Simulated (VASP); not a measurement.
# Sn2Pt (Fm-3m) in VASP: further runs

Runs on Sn2Pt. Level: LDA. Tasks: single point.

Program: VASP 6.6.1. These are calculated values, not measurements. Logs are shortened: lines on timing, memory, paths and dates and some standing lists are left out, and cuts for length are marked.

### Step 1. The cell of the first run

The structure is cubic, space group Fm-3m (No. 225). Conventional cell: a = 6.294 Å, b = 6.294 Å, c = 6.294 Å, α = 90.00°, β = 90.00°, γ = 90.00°. Sn (site symmetry -43m) has 4 Pt at 2.73 Å and 6 Sn at 3.15 Å within 3.6 Å. Pt (site symmetry m-3m) has 8 Sn at 2.73 Å within 3.6 Å.

### Step 2. Single point, LDA

INCAR reads:

```
SYSTEM = Sn2Pt
  ALGO = Normal
  EDIFF = 1E-7
  ENCUT = 520
  GGA = CA
  ISIF = 2
  ISMEAR = -1
  LASPH = .True.
  LCHARG = .False.
  LREAL = .False.
  LWAVE = .False.
  NBANDS = 26
  NELM = 80
  PREC = Accurate
  SIGMA = 0.01
```

KPOINTS reads:

```
k-points
0
Gamma
  8 8 8
  0 0 0
```

POSCAR reads:

```
Sn2Pt
1.0
    0.0000000000      3.1469203742      3.1469203742
    3.1469203742      0.0000000000      3.1469203742
    3.1469203742      3.1469203742      0.0000000000
Sn Pt
2 1
Direct
    0.2500000000      0.2500000000      0.2500000000
    0.7500000000      0.7500000000      0.7500000000
    0.0000000000      0.0000000000      0.0000000000
```

Potentials or basis: VASP PAW LDA potentials, release 64 (Sn_d, Pt).

Run with:

```bash
> cat potpaw_LDA.64/Sn_d/POTCAR potpaw_LDA.64/Pt/POTCAR > POTCAR
> mpirun -np 1 vasp_std > vasp.out
```

OUTCAR:

```text
SYSTEM = Sn2Pt
   EDIFF = 1E-7
   ENCUT = 520
   GGA = CA
   ISIF = 2
   ISMEAR = -1
   LASPH = .True.
   LREAL = .False.
   NELM = 80
   PREC = Accurate

 ion  position               nearest neighbor table
   1  0.250  0.250  0.250-   3 2.73   3 2.73   3 2.73   3 2.73   2 3.15   2 3.15   2 3.15   2 3.15
                             2 3.15   2 3.15
   2  0.750  0.750  0.750-   3 2.73   3 2.73   3 2.73   3 2.73   1 3.15   1 3.15   1 3.15   1 3.15
                             1 3.15   1 3.15
   3  0.000  0.000  0.000-   2 2.73   2 2.73   2 2.73   1 2.73   2 2.73   1 2.73   1 2.73   1 2.73

  LATTYP: Found a face centered cubic cell.
 ALAT       =     6.2938407484

  Lattice vectors:

 A1 = (   0.0000000000,   3.1469203742,   3.1469203742)
 A2 = (   3.1469203742,   0.0000000000,   3.1469203742)
 A3 = (   3.1469203742,   3.1469203742,   0.0000000000)

Analysis of symmetry for initial positions (statically):
=====================================================================
 Subroutine PRICEL returns:
 Original cell was already a primitive cell.

 Routine SETGRP: Setting up the symmetry group for a
 face centered cubic supercell.

 Subroutine GETGRP returns: Found 48 space group operations
 (whereof 48 operations were pure point group operations)
 out of a pool of 48 trial point group operations.

The static configuration has the point symmetry O_h .

Analysis of symmetry for dynamics (positions and initial velocities):
=====================================================================
 Subroutine PRICEL returns:
 Original cell was already a primitive cell.

 Routine SETGRP: Setting up the symmetry group for a
 face centered cubic supercell.

 Subroutine GETGRP returns: Found 48 space group operations
 (whereof 48 operations were pure point group operations)
 out of a pool of 48 trial point group operations.

The dynamic configuration has the point symmetry O_h .

 Subroutine INISYM returns: Found 48 space group operations
 (whereof 48 operations are pure point group operations),
 and found     1 'primitive' translations

----------------------------------------------------------------------------------------

                                     Primitive cell

  volume of cell :      62.3286

  direct lattice vectors                    reciprocal lattice vectors
     0.000000000  3.146920374  3.146920374    -0.158885495  0.158885495  0.158885495
     3.146920374  0.000000000  3.146920374     0.158885495 -0.158885495  0.158885495
[... 87 lines left out ...]
   EDIFF  = 0.1E-06   stopping-criterion for ELM
   LREAL  =      F    real-space projection
   EDIFFG = 0.1E-05   stopping-criterion for IOM
   NSW    =      0    number of steps for IOM
   IBRION =     -1    ionic relax: 0-MD 1-quasi-New 2-CG
   NFREE  =      0    steps in history (QN), initial steepest desc. (CG)
   ISIF   =      2    stress and relaxation
   ISYM   =      2    0-nonsym 1-usesym 2-fastsym
   POTIM  = 0.5000    time-step for ionic-motion
   TEBEG  =    0.0;   TEEND  =   0.0 temperature during run
   PSTRESS=    0.0 pullay stress
   NELECT =      38.0000    total number of electrons
   NUPDOWN=      -1.0000    fix difference up-down
   EMIN   =  10.00;   EMAX   =-10.00  energy-range for DOS
   EFERMI =   0.00;   METHOD = LEGACY
   ISMEAR =    -1;   SIGMA  =   0.01  broadening in eV -4-tet -1-fermi 0-gaus
   EFERMI_NEDOS =   21; number of points for ismear=-14 and -15
   IALGO  =     38    algorithm
   IMIX   =      4    mixing-type and parameters
     AMIX     =   0.40;   BMIX     =  1.00
     AMIX_MAG =   1.60;   BMIX_MAG =  1.00
  volume/ion in A,a.u.               =      20.78       140.20
  Fermi-wavevector in a.u.,A,eV,Ry     =   1.388162  2.623247 26.218357  1.926995
  Thomas-Fermi vector in A             =   2.512315
   LORBIT       =      0    0 simple, 1 ext, 2 COOP (PROOUT), +10 PAW based schemes
   GGA     = CA    functional components
   LHFCALC =     F    Hartree Fock is set to
   AEXX    =    0.0000 exact exchange contribution
   IVDW    =     0    specifies the selected vdW correction
   LEPSILON=     F    determine dielectric tensor
   LRPA    =     F    only Hartree local field effects (RPA)
 non-spin polarized calculation
  energy-cutoff  :      520.00
  volume of cell :       62.33
 maximum number of plane-waves:      1700
 NGX is ok and might be reduce to    36
   NGX = 17   NGY = 17   NGZ = 17

 number of electron      37.9999995 magnetization

 Free energy of the ion-electron system (eV)
  ---------------------------------------------------
  ext. energy  EPLUGINS =         0.00000000
  ---------------------------------------------------
  free energy    TOTEN  =       -17.81858958 eV

  energy without entropy =      -17.81800487  energy(sigma->0) =      -17.81829723

 E-fermi :  10.6283     XC(G=0): -11.6883

 val. band max:       10.5988119794   @ k =   0.3750   0.0000   0.0000
 cond. band min:      10.6539189514   @ k =   0.5000   0.3750   0.1250
 fundamental gap:      0.0551069719
 Fermi energy:        10.6282792218

 k-point     1 :       0.0000    0.0000    0.0000
  band No.  band energies     occupation
      1     -11.6567      2.00000
      2     -11.6567      2.00000
      3     -11.5316      2.00000
      4     -11.5316      2.00000
      5     -11.5316      2.00000
      6     -11.3520      2.00000
[... 685 lines left out ...]
     25      16.9064      0.00000
     26      19.4808      0.00000

 [... further k-points ...]

------------------------ aborting loop because EDIFF is reached ----------------------------------------

  FORCE on cell =-STRESS in cart. coord.  units (eV):
  Direction    XX          YY          ZZ          XY          YZ          ZX
  --------------------------------------------------------------------------------------
  -------------------------------------------------------------------------------------
  Total        2.8939967      2.8939967      2.8939967      0.0000000     -0.0000000     -0.0000000
  in kB       74.3911652     74.3911652     74.3911652      0.0000000     -0.0000000     -0.0000000
  external PRESSURE =      74.3911652 kB  Pullay stress =       0.0000000 kB

 VOLUME and BASIS-vectors are now :
 -----------------------------------------------------------------------------
  energy-cutoff  :      520.00
  volume of cell :       62.33
      direct lattice vectors                 reciprocal lattice vectors
     0.000000000  3.146920374  3.146920374    -0.158885495  0.158885495  0.158885495
     3.146920374  0.000000000  3.146920374     0.158885495 -0.158885495  0.158885495
     3.146920374  3.146920374  0.000000000     0.158885495  0.158885495 -0.158885495

 POSITION                                       TOTAL-FORCE (eV/Angst)
 -----------------------------------------------------------------------------------
      1.57346      1.57346      1.57346         0.000000      0.000000      0.000000
      4.72038      4.72038      4.72038        -0.000000     -0.000000     -0.000000
      0.00000      0.00000      0.00000        -0.000000      0.000000      0.000000
 -----------------------------------------------------------------------------------
    total drift:                                0.000000      0.000000      0.000000

  FREE ENERGIE OF THE ION-ELECTRON SYSTEM (eV)
  ---------------------------------------------------
  free  energy   TOTEN  =       -17.8185895809 eV

  energy  without entropy=      -17.8180048717  energy(sigma->0) =      -17.81829723
```

OSZICAR:

```text
N       E                     dE             d eps       ncg     rms          rms(c)
DAV:   1     0.345333882408E+03    0.34533E+03   -0.19068E+04  1592   0.228E+03
DAV:   2     0.213493014104E+02   -0.32398E+03   -0.31371E+03  1516   0.516E+02
DAV:   3    -0.170522586281E+02   -0.38402E+02   -0.37904E+02  1734   0.159E+02
DAV:   4    -0.183057723419E+02   -0.12535E+01   -0.12487E+01  1818   0.305E+01
DAV:   5    -0.183431578907E+02   -0.37386E-01   -0.37380E-01  1998   0.518E+00    0.951E+00
DAV:   6    -0.179560942716E+02    0.38706E+00   -0.11973E+00  1574   0.711E+00    0.439E+00
DAV:   7    -0.178538667274E+02    0.10223E+00   -0.14416E-01  1978   0.401E+00    0.249E+00
DAV:   8    -0.178189729144E+02    0.34894E-01   -0.65642E-02  1876   0.175E+00    0.252E-01
DAV:   9    -0.178185954454E+02    0.37747E-03   -0.38138E-03  1848   0.726E-01    0.140E-01
DAV:  10    -0.178185882415E+02    0.72039E-05   -0.39486E-04  1734   0.191E-01    0.334E-02
DAV:  11    -0.178185892996E+02   -0.10580E-05   -0.27734E-05  1622   0.442E-02    0.681E-03
DAV:  12    -0.178185895364E+02   -0.23679E-06   -0.56239E-06  1956   0.308E-02    0.467E-03
DAV:  13    -0.178185895809E+02   -0.44543E-07   -0.34874E-07  1426   0.425E-03
   1 F= -.17818590E+02 E0= -.17818297E+02  d E =-.584709E-03
```

It took 84 s on 1 thread of Intel Xeon 8259CL, shared host; peak memory 0.19 GiB.

Results:

* Free energy: -17.8186 eV
* Pressure: 7.4 GPa
* Band gap on the k mesh: zero (bands 19 and 20 overlap by 3.67 eV)

Levels at points of the mesh, in eV from the Fermi level:
| k point | band 17 | band 18 | band 19 | band 20 | band 21 | band 22 |
| --- | --- | --- | --- | --- | --- | --- |
| (0.00, 0.00, 0.00) | -3.06 | 2.25 | 2.25 | 2.25 | 2.53 | 2.53 |
| (0.50, 0.00, 0.00) | -4.20 | -1.07 | -1.07 | 0.40 | 0.96 | 2.62 |
| (0.50, 0.50, 0.00) | -4.08 | -3.99 | -3.99 | -0.73 | 1.80 | 7.19 |

Caveat: the cell stands under pressure; spin-orbit coupling is left out, which moves the levels of the heavy elements.

### Step 3. Single point, LDA

This run uses another cell than the first one, of 21.44 Å³/atom.

INCAR reads:

```
SYSTEM = Sn2Pt
PREC = Accurate
ENCUT = 520
EDIFF = 1E-6
ISMEAR = -1
SIGMA = 0.01
LREAL = .False.
LASPH = .True.
NELM = 60
ALGO = Normal
ISIF = 2
LWAVE = .False.
LCHARG = .False.
GGA = CA
NBANDS = 26
```

KPOINTS reads:

```
Automatic mesh
0
Gamma
  8 8 8
  0 0 0
```

POSCAR reads:

```
Sn2Pt
1.0
    0.0000000000      3.1800482863      3.1800482863
    3.1800482863      0.0000000000      3.1800482863
    3.1800482863      3.1800482863      0.0000000000
Sn Pt
2 1
Direct
    0.2500000000      0.2500000000      0.2500000000
    0.7500000000      0.7500000000      0.7500000000
    0.0000000000      0.0000000000      0.0000000000
```

Potentials or basis: VASP PAW LDA potentials, release 64 (Sn_d, Pt).

Run with:

```bash
> cat potpaw_LDA.64/Sn_d/POTCAR potpaw_LDA.64/Pt/POTCAR > POTCAR
> mpirun -np 1 vasp_std > vasp.out
```

OUTCAR:

```text
SYSTEM = Sn2Pt
   PREC = Accurate
   ENCUT = 520
   EDIFF = 1E-6
   ISMEAR = -1
   LREAL = .False.
   LASPH = .True.
   NELM = 60
   ISIF = 2
   GGA = CA

 ion  position               nearest neighbor table
   1  0.250  0.250  0.250-   3 2.75   3 2.75   3 2.75   3 2.75   2 3.18   2 3.18   2 3.18   2 3.18
                             2 3.18   2 3.18
   2  0.750  0.750  0.750-   3 2.75   3 2.75   3 2.75   3 2.75   1 3.18   1 3.18   1 3.18   1 3.18
                             1 3.18   1 3.18
   3  0.000  0.000  0.000-   2 2.75   2 2.75   2 2.75   1 2.75   2 2.75   1 2.75   1 2.75   1 2.75

[... 893 lines left out ...]
  Direction    XX          YY          ZZ          XY          YZ          ZX
  --------------------------------------------------------------------------------------
  -------------------------------------------------------------------------------------
  Total        1.1503970      1.1503970      1.1503970     -0.0000000      0.0000000     -0.0000000
  in kB       28.6567662     28.6567662     28.6567662     -0.0000000      0.0000000     -0.0000000
  external PRESSURE =      28.6567662 kB  Pullay stress =       0.0000000 kB

 VOLUME and BASIS-vectors are now :
 -----------------------------------------------------------------------------
  energy-cutoff  :      520.00
  volume of cell :       64.32
      direct lattice vectors                 reciprocal lattice vectors
     0.000000000  3.180048286  3.180048286    -0.157230317  0.157230317  0.157230317
     3.180048286  0.000000000  3.180048286     0.157230317 -0.157230317  0.157230317
     3.180048286  3.180048286  0.000000000     0.157230317  0.157230317 -0.157230317

 POSITION                                       TOTAL-FORCE (eV/Angst)
 -----------------------------------------------------------------------------------
      1.59002      1.59002      1.59002         0.000000      0.000000     -0.000000
      4.77007      4.77007      4.77007        -0.000000     -0.000000      0.000000
      0.00000      0.00000      0.00000         0.000000      0.000000      0.000000
 -----------------------------------------------------------------------------------
    total drift:                                0.000000      0.000000      0.000000

  FREE ENERGIE OF THE ION-ELECTRON SYSTEM (eV)
  ---------------------------------------------------
  free  energy   TOTEN  =       -17.8831453449 eV

  energy  without entropy=      -17.8826388960  energy(sigma->0) =      -17.88289212
```

OSZICAR:

```text
N       E                     dE             d eps       ncg     rms          rms(c)
DAV:   1     0.348030916400E+03    0.34803E+03   -0.19028E+04  1550   0.227E+03
DAV:   2     0.218472628108E+02   -0.32618E+03   -0.31696E+03  1532   0.517E+02
DAV:   3    -0.170410713506E+02   -0.38888E+02   -0.38227E+02  1698   0.158E+02
DAV:   4    -0.183501410195E+02   -0.13091E+01   -0.13045E+01  1818   0.310E+01
DAV:   5    -0.183893264029E+02   -0.39185E-01   -0.39180E-01  1974   0.528E+00    0.880E+00
DAV:   6    -0.180181381188E+02    0.37119E+00   -0.12492E+00  1576   0.714E+00    0.403E+00
DAV:   7    -0.179188512738E+02    0.99287E-01   -0.15348E-01  1972   0.396E+00    0.237E+00
DAV:   8    -0.178835840175E+02    0.35267E-01   -0.68615E-02  1864   0.181E+00    0.257E-01
DAV:   9    -0.178831546359E+02    0.42938E-03   -0.37790E-03  1828   0.715E-01    0.147E-01
DAV:  10    -0.178831425628E+02    0.12073E-04   -0.44531E-04  1796   0.211E-01    0.321E-02
DAV:  11    -0.178831450898E+02   -0.25271E-05   -0.28336E-05  1614   0.469E-02    0.634E-03
DAV:  12    -0.178831453449E+02   -0.25506E-06   -0.53174E-06  1732   0.293E-02
   1 F= -.17883145E+02 E0= -.17882892E+02  d E =-.506449E-03
```

stdout:

```text
POSCAR found type information on POSCAR SnPt
 POSCAR found :  2 types and       3 ions
 scaLAPACK will be used
 LDA part: xc-table for (Slater(with rela. corr.)+CA(PZ))
 , standard interpolation
 POSCAR, INCAR and KPOINTS ok, starting setup
 FFT: planning ... GRIDC
 FFT: planning ... GRID_SOFT
 FFT: planning ... GRID
 WAVECAR not read
 entering main loop
```

Wall time 76 s (1 thread of Intel Xeon 8259CL, shared host); peak memory 0.19 GiB.

What came out:

```
Free energy            : -17.8831 eV
Pressure               : 2.9 GPa
Band gap on the k mesh : zero (bands 19 and 20 overlap by 3.62 eV)
```

Levels at points of the mesh, in eV from the Fermi level:
```csv
k point,band 17,band 18,band 19,band 20,band 21,band 22
"(0.00, 0.00, 0.00)",-3.11,2.25,2.25,2.25,2.56,2.56
"(0.50, 0.00, 0.00)",-3.96,-0.94,-0.94,0.47,0.87,2.62
"(0.50, 0.50, 0.00)",-3.87,-3.76,-3.76,-0.74,1.88,7.05
```

Caveat: spin-orbit coupling is left out, which moves the levels of the heavy elements.

### Step 4. Single point, LDA

This run uses another cell than the first one, of 22.10 Å³/atom.

INCAR reads:

```
PREC     = Accurate       # precision mode
ENCUT    = 520            # plane-wave cutoff, eV
EDIFF    = 1E-6           # SCF threshold, eV
ISMEAR   = -1             # smearing method
SIGMA    = 0.01           # smearing width, eV
LREAL    = False          # projectors in reciprocal space
LASPH    = True           # aspherical terms in the spheres
NELM     = 80             # most SCF steps
ALGO     = Normal         # electronic algorithm
ISIF     = 2              # what is computed and relaxed
LWAVE    = False          # write WAVECAR
LCHARG   = False          # write CHGCAR
NBANDS   = 26             # bands
```

KPOINTS reads:

```
Automatic mesh
0
Gamma
  8 8 8
```

POSCAR reads:

```
Sn2Pt
1.0
    0.0000000000      3.2125000000      3.2125000000
    3.2125000000      0.0000000000      3.2125000000
    3.2125000000      3.2125000000      0.0000000000
Sn Pt
2 1
Direct
    0.2500000000      0.2500000000      0.2500000000
    0.7500000000      0.7500000000      0.7500000000
    0.0000000000      0.0000000000      0.0000000000
```

Run with:

```bash
> cat potpaw_LDA.64/Sn_d/POTCAR potpaw_LDA.64/Pt/POTCAR > POTCAR
> mpirun -np 1 vasp_std > vasp.out
```

It took 72 s on 1 thread of Intel Xeon 8259CL, shared host; peak memory 0.19 GiB.

It converged, with:

| Property | Result |
| --- | --- |
| Free energy | -17.8962 eV |
| Pressure | -0.9 GPa |
| Band gap on the k mesh | zero (bands 19 and 20 overlap by 3.48 eV) |

Levels at points of the mesh, in eV from the Fermi level:
| k point | band 16 | band 17 | band 18 | band 19 | band 20 | band 21 | band 22 | band 23 |
| --- | --- | --- | --- | --- | --- | --- | --- | --- |
| (0.00, 0.00, 0.00) | -3.78 | -3.16 | 2.25 | 2.25 | 2.25 | 2.59 | 2.59 | 2.59 |
| (0.50, 0.00, 0.00) | -3.74 | -3.74 | -0.81 | -0.81 | 0.54 | 0.79 | 2.63 | 2.63 |
| (0.50, 0.50, 0.00) | -3.67 | -3.67 | -3.54 | -3.54 | -0.74 | 1.96 | 6.92 | 6.92 |

Caveat: spin-orbit coupling is left out, which moves the levels of the heavy elements.

### Step 5. Summary

```tsv
cell	gap on the mesh (eV)	pressure (GPa)
a = 4.450 Å, angles 60.0°, 3 atoms	none	7.4
a = 4.497 Å, angles 60.0°, 3 atoms	none	2.9
a = 4.543 Å, angles 60.0°, 3 atoms	none	-0.9
```

Alike in all rows: task single point; level LDA; potentials or basis VASP PAW LDA potentials, release 64 (Sn_d, Pt); no spin polarisation; k mesh 8 × 8 × 8; cutoff (eV) 520; smearing fermi-dirac 0.01 eV.

Caveats: spin-orbit coupling is left out, which moves the levels of the heavy elements; the cell stands under pressure (at least some runs).

Total energies depend on the potentials used, so only differences within one code and one set of settings carry meaning.
